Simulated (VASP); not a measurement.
# B (R-3m) in VASP: single point with LDA

Aim: the single point of B with LDA.

Program: VASP 6.6.1. These are calculated values, not measurements. Logs are shortened: lines on timing, memory, paths and dates and some standing lists are left out, and cuts for length are marked.

### Step 1. The cell of the first run

Symmetry: R-3m, No. 166, trigonal system. Conventional cell: a = 5.582 Å, b = 5.582 Å, c = 12.050 Å, α = 90.00°, β = 90.00°, γ = 120.00°. B (site symmetry -3m) has 2 B at 1.44 Å within 1.9 Å. B (site symmetry m) has 6 B at 1.59 to 1.80 Å within 2.1 Å. Within 2.3 Å of B (site symmetry m) lie 6 B at 1.71 to 1.81 Å. B (site symmetry 3m) has 4 B at 1.44 to 1.59 Å within 1.9 Å.

### Step 2. Single point, LDA

File INCAR:

```
SYSTEM = B
ALGO     = Normal         ! electronic algorithm
EDIFF    = 1E-6           ! SCF threshold, eV
ENCUT    = 520            ! plane-wave cutoff, eV
GGA      = CA             ! functional
ISIF     = 2              ! what is computed and relaxed
ISMEAR   = -1             ! smearing method
LASPH    = .TRUE.         ! aspherical terms in the spheres
LCHARG   = .TRUE.         ! write CHGCAR
LELF     = .TRUE.         ! ELF
LREAL    = Auto         
LVHAR    = .TRUE.       
LWAVE    = .FALSE.        ! write WAVECAR
NBANDS   = 36             ! bands
NELM     = 100            ! most SCF steps
PREC     = Accurate       ! precision mode
SIGMA    = 0.1            ! smearing width, eV
```

File KPOINTS:

```
k-points
0
G
  6 6 6
  0 0 0
```

File POSCAR:

```
B
1.0
    2.7911411300      1.6114673800      4.0167684200
   -2.7911411300      1.6114673800      4.0167684200
    0.0000000000     -3.2229347500      4.0167684200
B
15
Direct
    0.5000000000      0.5000000000      0.5000000000
    0.8039000000      0.3161000000      0.8039000000
    0.8039000000      0.8039000000      0.3161000000
    0.3161000000      0.8039000000      0.8039000000
    0.1961000000      0.6839000000      0.1961000000
    0.6839000000      0.1961000000      0.1961000000
    0.1961000000      0.1961000000      0.6839000000
    0.0060000000      0.3295000000      0.0060000000
    0.0060000000      0.0060000000      0.3295000000
    0.3295000000      0.0060000000      0.0060000000
    0.9940000000      0.6705000000      0.9940000000
    0.6705000000      0.9940000000      0.9940000000
    0.9940000000      0.9940000000      0.6705000000
    0.6192000000      0.6192000000      0.6192000000
    0.3808000000      0.3808000000      0.3808000000
```

Potentials or basis: VASP PAW LDA potentials, release 64 (B).

Run with:

```sh
$ cat potpaw_LDA.64/B/POTCAR > POTCAR
$ mpirun -np 1 vasp_std > vasp.out
```

OUTCAR:

```text
SYSTEM = B
   EDIFF = 1E-6
   ENCUT = 520
   GGA = CA
   ISIF = 2
   ISMEAR = -1
   LASPH = .TRUE.
   LREAL = Auto
   NELM = 100
   PREC = Accurate

 ion  position               nearest neighbor table
   1  0.500  0.500  0.500-  14 1.44  15 1.44
   2  0.804  0.316  0.804-  14 1.59   7 1.76   6 1.76   8 1.78  13 1.80  12 1.80
   3  0.804  0.804  0.316-  14 1.59   6 1.76   5 1.76   9 1.78  12 1.80  11 1.80
   4  0.316  0.804  0.804-  14 1.59   7 1.76   5 1.76  10 1.78  13 1.80  11 1.80
   5  0.196  0.684  0.196-  15 1.59   3 1.76   4 1.76  11 1.78   9 1.80  10 1.80
   6  0.684  0.196  0.196-  15 1.59   3 1.76   2 1.76  12 1.78   9 1.80   8 1.80
   7  0.196  0.196  0.684-  15 1.59   4 1.76   2 1.76  13 1.78   8 1.80  10 1.80
   8  0.006  0.330  0.006-  11 1.71   2 1.78   7 1.80   6 1.80  10 1.81   9 1.81
   9  0.006  0.006  0.330-  13 1.71   3 1.78   6 1.80   5 1.80  10 1.81   8 1.81
  10  0.330  0.006  0.006-  12 1.71   4 1.78   7 1.80   5 1.80   8 1.81   9 1.81
  11  0.994  0.670  0.994-   8 1.71   5 1.78   3 1.80   4 1.80  12 1.81  13 1.81
  12  0.670  0.994  0.994-  10 1.71   6 1.78   3 1.80   2 1.80  11 1.81  13 1.81
  13  0.994  0.994  0.670-   9 1.71   7 1.78   2 1.80   4 1.80  11 1.81  12 1.81
  14  0.619  0.619  0.619-   1 1.44   2 1.59   4 1.59   3 1.59
  15  0.381  0.381  0.381-   1 1.44   5 1.59   6 1.59   7 1.59

  LATTYP: Found a trigonal (rhomboedric) cell.
 ALAT       =     5.1499259162
 COS(alpha) =     0.4125211301

  Lattice vectors:

 A1 = (   2.7911411300,   1.6114673800,   4.0167684200)
 A2 = (  -2.7911411300,   1.6114673800,   4.0167684200)
 A3 = (   0.0000000000,  -3.2229347500,   4.0167684200)

Analysis of symmetry for initial positions (statically):
=====================================================================
 Subroutine PRICEL returns:
 Original cell was already a primitive cell.

 Routine SETGRP: Setting up the symmetry group for a
 trigonal (rhombohedral) supercell.

 Subroutine GETGRP returns: Found 12 space group operations
 (whereof 12 operations were pure point group operations)
 out of a pool of 12 trial point group operations.

The static configuration has the point symmetry D_3d.

Analysis of symmetry for dynamics (positions and initial velocities):
=====================================================================
 Subroutine PRICEL returns:
 Original cell was already a primitive cell.

 Routine SETGRP: Setting up the symmetry group for a
 trigonal (rhombohedral) supercell.

 Subroutine GETGRP returns: Found 12 space group operations
 (whereof 12 operations were pure point group operations)
 out of a pool of 12 trial point group operations.

The dynamic configuration has the point symmetry D_3d.

 Subroutine INISYM returns: Found 12 space group operations
 (whereof 12 operations are pure point group operations),
 and found     1 'primitive' translations

----------------------------------------------------------------------------------------

                                     Primitive cell

  volume of cell :     108.4005

  direct lattice vectors                    reciprocal lattice vectors
     2.791141130  1.611467380  4.016768420     0.179138201  0.103425405  0.082985450
    -2.791141130  1.611467380  4.016768420    -0.179138201  0.103425405  0.082985450
     0.000000000 -3.222934750  4.016768420     0.000000000 -0.206850811  0.082985450

  length of vectors
     5.149924705  5.149924705  5.149925916     0.222876410  0.222876410  0.222876295

  position of ions in fractional coordinates (direct lattice)
     0.500000000  0.500000000  0.500000000
     0.803900000  0.316100000  0.803900000
     0.803900000  0.803900000  0.316100000
     0.316100000  0.803900000  0.803900000
     0.196100000  0.683900000  0.196100000
     0.683900000  0.196100000  0.196100000
     0.196100000  0.196100000  0.683900000
     0.006000000  0.329500000  0.006000000
     0.006000000  0.006000000  0.329500000
     0.329500000  0.006000000  0.006000000
     0.994000000  0.670500000  0.994000000
     0.670500000  0.994000000  0.994000000
     0.994000000  0.994000000  0.670500000
     0.619200000  0.619200000  0.619200000
     0.380800000  0.380800000  0.380800000

  ion indices of the primitive-cell ions
[... 29 lines left out ...]
    -0.029856367  0.017237568  0.013830908     0.000000000  0.166666667 -0.000000000
     0.000000000 -0.034475135  0.013830908    -0.000000000 -0.000000000  0.166666667

  Length of vectors
     0.037146068  0.037146068  0.037146049

  Shift w.r.t. Gamma in fractional coordinates (k-lattice)
     0.000000000  0.000000000  0.000000000

 Subroutine IBZKPT returns following result:
 ===========================================

 Found     32 irreducible k-points:

 Following reciprocal coordinates:
            Coordinates               Weight
  0.000000  0.000000  0.000000      1.000000
  0.166667  0.000000 -0.000000      6.000000
  0.333333 -0.000000 -0.000000      6.000000
  0.500000  0.000000  0.000000      3.000000
  0.166667  0.166667 -0.000000      6.000000
  0.333333  0.166667 -0.000000     12.000000
[... 16 lines left out ...]
  0.500000  0.500000  0.166667      6.000000
 -0.333333  0.500000  0.166667     12.000000
 [... further k-points ...]
   k-points           NKPTS =     32   k-points in BZ     NKDIM =     32   number of bands    NBANDS=     36
   number of dos      NEDOS =    301   number of ions     NIONS =     15
   total plane-waves  NPLWV =  64000
   dimension x,y,z NGX =    40 NGY =   40 NGZ =   40
   dimension x,y,z NGXF=    80 NGYF=   80 NGZF=   80
   ions per type =              15
   NGX,Y,Z   is equivalent  to a cutoff of  12.91, 12.91, 12.91 a.u.
   NGXF,Y,Z  is equivalent  to a cutoff of  25.82, 25.82, 25.82 a.u.
 SYSTEM =  B
   PREC   = accura    normal or accurate (medium, high low for compatibility)
   ISTART =      0    job   : 0-new  1-cont  2-samecut
   ICHARG =      2    charge: 1-file 2-atom 10-const
   ISPIN  =      1    spin polarized calculation?
   LNONCOLLINEAR =      F non collinear calculations
   LSORBIT =      F    spin-orbit coupling
   LASPH  =      T    aspherical Exc in radial PAW
   ENCUT  =  520.0 eV  38.22 Ry    6.18 a.u.   9.58  9.58  9.58*2*pi/ulx,y,z
   NELM   =    100;   NELMIN=  2; NELMDL= -5     # of ELM steps
   EDIFF  = 0.1E-05   stopping-criterion for ELM
   LREAL  =      T    real-space projection
   EDIFFG = 0.1E-04   stopping-criterion for IOM
   NSW    =      0    number of steps for IOM
   IBRION =     -1    ionic relax: 0-MD 1-quasi-New 2-CG
   NFREE  =      0    steps in history (QN), initial steepest desc. (CG)
   ISIF   =      2    stress and relaxation
   ISYM   =      2    0-nonsym 1-usesym 2-fastsym
   POTIM  = 0.5000    time-step for ionic-motion
   TEBEG  =    0.0;   TEEND  =   0.0 temperature during run
   PSTRESS=    0.0 pullay stress
   NELECT =      45.0000    total number of electrons
   NUPDOWN=      -1.0000    fix difference up-down
   EMIN   =  10.00;   EMAX   =-10.00  energy-range for DOS
   EFERMI =   0.00;   METHOD = LEGACY
   ISMEAR =    -1;   SIGMA  =   0.10  broadening in eV -4-tet -1-fermi 0-gaus
   EFERMI_NEDOS =   21; number of points for ismear=-14 and -15
   IALGO  =     38    algorithm
   IMIX   =      4    mixing-type and parameters
     AMIX     =   0.40;   BMIX     =  1.00
     AMIX_MAG =   1.60;   BMIX_MAG =  1.00
  volume/ion in A,a.u.               =       7.23        48.77
  Fermi-wavevector in a.u.,A,eV,Ry     =   1.221242  2.307814 20.292179  1.491433
  Thomas-Fermi vector in A             =   2.356432
   LORBIT       =      0    0 simple, 1 ext, 2 COOP (PROOUT), +10 PAW based schemes
   GGA     = CA    functional components
   LHFCALC =     F    Hartree Fock is set to
   AEXX    =    0.0000 exact exchange contribution
   IVDW    =     0    specifies the selected vdW correction
   LEPSILON=     F    determine dielectric tensor
   LRPA    =     F    only Hartree local field effects (RPA)
 non-spin polarized calculation
  energy-cutoff  :      520.00
  volume of cell :      108.40
 maximum number of plane-waves:      2961
 NGX is ok and might be reduce to    40
   NGX = 19   NGY = 19   NGZ = 19

 number of electron      45.0000000 magnetization

 Free energy of the ion-electron system (eV)
  ---------------------------------------------------
  ext. energy  EPLUGINS =         0.00000000
  ---------------------------------------------------
  free energy    TOTEN  =      -106.97164266 eV

  energy without entropy =     -106.80067156  energy(sigma->0) =     -106.88615711

 E-fermi :   4.7574     XC(G=0): -11.6803

 val. band max:        4.7470125511   @ k =  -0.3333   0.1667   0.1667
 cond. band min:       4.7680804968   @ k =   0.1667   0.0000  -0.0000
 fundamental gap:      0.0210679457
 Fermi energy:         4.7574050065

 k-point     1 :       0.0000    0.0000    0.0000
  band No.  band energies     occupation
      1      -9.9882      2.00000
      2      -5.2476      2.00000
      3      -5.0483      2.00000
      4      -5.0483      2.00000
      5      -4.8620      2.00000
      6      -2.8258      2.00000
[... 877 lines left out ...]
     33      13.8631      0.00000
     34      14.1211      0.00000

 [... further k-points ...]

 [bands above 34 left out]

------------------------ aborting loop because EDIFF is reached ----------------------------------------

  FORCE on cell =-STRESS in cart. coord.  units (eV):
  Direction    XX          YY          ZZ          XY          YZ          ZX
  --------------------------------------------------------------------------------------
  -------------------------------------------------------------------------------------
  Total       10.4343003     10.4343171     10.1063334     -0.0000000      0.0000000     -0.0000000
  in kB      154.2206599    154.2209076    149.3732546     -0.0000000      0.0000001     -0.0000000
  external PRESSURE =     152.6049407 kB  Pullay stress =       0.0000000 kB

 VOLUME and BASIS-vectors are now :
 -----------------------------------------------------------------------------
  energy-cutoff  :      520.00
  volume of cell :      108.40
      direct lattice vectors                 reciprocal lattice vectors
     2.791141130  1.611467380  4.016768420     0.179138201  0.103425405  0.082985450
    -2.791141130  1.611467380  4.016768420    -0.179138201  0.103425405  0.082985450
     0.000000000 -3.222934750  4.016768420     0.000000000 -0.206850811  0.082985450

 POSITION                                       TOTAL-FORCE (eV/Angst)
 -----------------------------------------------------------------------------------
      0.00000      0.00000      6.02515        -0.000000     -0.000000      0.000000
      1.36152     -0.78607      7.72786         1.388244     -0.801504     -0.464447
      0.00000      1.57215      7.72786        -0.000000      1.603008     -0.464447
     -1.36152     -0.78607      7.72786        -1.388244     -0.801504     -0.464447
     -1.36152      0.78607      4.32244        -1.388244      0.801504      0.464447
      1.36152      0.78607      4.32244         1.388244      0.801504      0.464447
      0.00000     -1.57215      4.32244        -0.000000     -1.603008      0.464447
     -0.90293      0.52131      1.37173        -0.115545      0.066710     -0.171864
      0.00000     -1.04262      1.37173        -0.000000     -0.133420     -0.171864
      0.90293      0.52131      1.37173         0.115545      0.066710     -0.171864
      0.90293     -0.52131     10.67858         0.115545     -0.066710      0.171864
     -0.90293     -0.52131     10.67858        -0.115545     -0.066710      0.171864
      0.00000      1.04262     10.67858        -0.000000      0.133420      0.171864
      0.00000      0.00000      7.46155        -0.000000      0.000000      4.928629
      0.00000      0.00000      4.58876        -0.000000     -0.000000     -4.928629
 -----------------------------------------------------------------------------------
    total drift:                                0.000000      0.000000     -0.000000

  FREE ENERGIE OF THE ION-ELECTRON SYSTEM (eV)
  ---------------------------------------------------
  free  energy   TOTEN  =      -106.9716426558 eV

  energy  without entropy=     -106.8006715552  energy(sigma->0) =     -106.88615711
```

It took 1.8 min on 1 thread of Intel Xeon 6975P-C (Granite Rapids), shared host; peak memory 0.22 GiB.

Results:

| Property | Result |
| --- | --- |
| Free energy | -106.9716 eV |
| Pressure | 15.3 GPa |
| Largest force | 4.929 eV/Å |

Forces on the atoms (eV/Å):
```
B    0.000  0.000  0.000
B    1.388 -0.802 -0.464
B    0.000  1.603 -0.464
B   -1.388 -0.802 -0.464
B   -1.388  0.802  0.464
B    1.388  0.802  0.464
B    0.000 -1.603  0.464
B   -0.116  0.067 -0.172
B    0.000 -0.133 -0.172
B    0.116  0.067 -0.172
B    0.116 -0.067  0.172
B   -0.116 -0.067  0.172
B    0.000  0.133  0.172
B    0.000  0.000  4.929
B    0.000  0.000 -4.929
```

Levels at points of the mesh, in eV from the Fermi level:
```csv
k point,band 19,band 20,band 21,band 22,band 23,band 24,band 25,band 26
"(0.00, 0.00, 0.00)",-0.70,-0.11,-0.11,0.36,0.54,0.54,5.66,5.66
"(0.50, 0.00, 0.00)",-1.47,-1.18,-0.59,-0.40,-0.28,-0.02,3.45,4.12
"(0.50, 0.50, 0.00)",-1.72,-1.62,-0.75,-0.70,0.14,0.93,3.65,4.50
"(0.50, 0.50, 0.50)",-0.96,-0.48,-0.48,-0.45,-0.45,0.31,3.62,3.62
```

Caveat: forces of over 1 eV/Å act on the atoms, so gaps and moduli don't describe the material at rest.
